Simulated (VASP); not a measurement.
Write the native input for VASP 6.6.1 that does the following.

| Item | Value |
| --- | --- |
| Task | relaxation of cell and atoms |
| Functional | PBE |
| Potentials or basis | VASP PAW PBE potentials, release 64 (Ta_pv, S, Br) |
| Cutoff | 500 eV |
| k mesh | 14 × 14 × 8 |
| Occupations | gaussian, width 0.1 eV |
| Spin | collinear spin |
| Starting moments | [0.7, 0.0, 0.15] μB |
| Dipole correction | no |
| Further INCAR settings | ALGO = Normal; EDIFF = 1e-07; IBRION = 2; EDIFFG = -0.01; NSW = 100; ISIF = 3 |

The structure of TaSBr lies in POSCAR:

```
TaSBr
1.0
    3.4006278207      0.0000000000      0.0000000000
    0.0000000000      3.4006278207      0.0000000000
    0.0000000000      0.0000000000      6.8792435780
Ta S Br
1 1 1
Direct
    0.0000000000      0.0000000000      0.5000000000
    0.5000000000      0.5000000000      0.5000000000
    0.5000000000      0.5000000000      0.0000000000
```

The cell was built from a structure type or drawn by symmetry, and may not be a known phase.

The input as run:

INCAR

```
SYSTEM = TaSBr
PREC     = Accurate       ! precision mode
ENCUT    = 500            ! plane-wave cutoff, eV
EDIFF    = 1E-7           ! SCF threshold, eV
ISMEAR   = 0              ! smearing method
SIGMA    = 0.1            ! smearing width, eV
LREAL    = .False.        ! projectors in reciprocal space
LASPH    = .True.         ! aspherical terms in the spheres
NELM     = 200            ! most SCF steps
ALGO     = Normal         ! electronic algorithm
ISIF     = 3              ! what is computed and relaxed
LWAVE    = .False.        ! write WAVECAR
LCHARG   = .False.        ! write CHGCAR
ISPIN    = 2              ! spin polarisation
MAGMOM   = 0.7 0 0.15     ! initial moments
LORBIT   = 11             ! projections on sites
LMAXMIX  = 4              ! l up to which the mixer works
GGA      = PE             ! functional
IBRION   = 2              ! ionic algorithm
NSW      = 100            ! ionic steps
EDIFFG   = -0.01          ! ionic threshold
GGA_COMPAT= .False.      
NELMIN   = 4            
KPAR     = 4
```

KPOINTS

```
regular mesh
0
Gamma
  14 14 8
  0 0 0
```

Potentials or basis: VASP PAW PBE potentials, release 64 (Ta_pv, S, Br).

The run is started by

```sh
$ cat potpaw_PBE.64/Ta_pv/POTCAR potpaw_PBE.64/S/POTCAR potpaw_PBE.64/Br/POTCAR > POTCAR
$ mpirun -np 4 vasp_std > vasp.out
```

It gave:

```yaml
Relaxed_volume: 24.10 Å³/atom
Relaxed_cell: a = 3.410 Å, b = 3.410 Å, c = 6.218 Å, α = 90.00°, β = 90.00°, γ = 90.00°
Space_group_after_relaxing_to_0.1_Å: P4/mmm (No. 123)
Energy_gained_by_relaxing: 8.8 meV/atom
Ionic_steps: 14
Pressure_after_relaxing: 0.0 GPa
Net_moment: 0.32 μB per cell
Site_moments: Ta +0.28; S -0.02; Br -0.07 μB
Valence_electrons_inside_the_program's_atomic_spheres: Ta 8.73; S 3.76; Br 4.79
```

Caveat: this functional lacks dispersion, which binds the layers, so the pressure and a relaxed spacing across them are unreliable.

It took 12 min on 4 MPI ranks on Intel(R) Xeon(R) 6975P-C (Granite Rapids), with other jobs on the host, peak memory 0.53 GiB a rank.
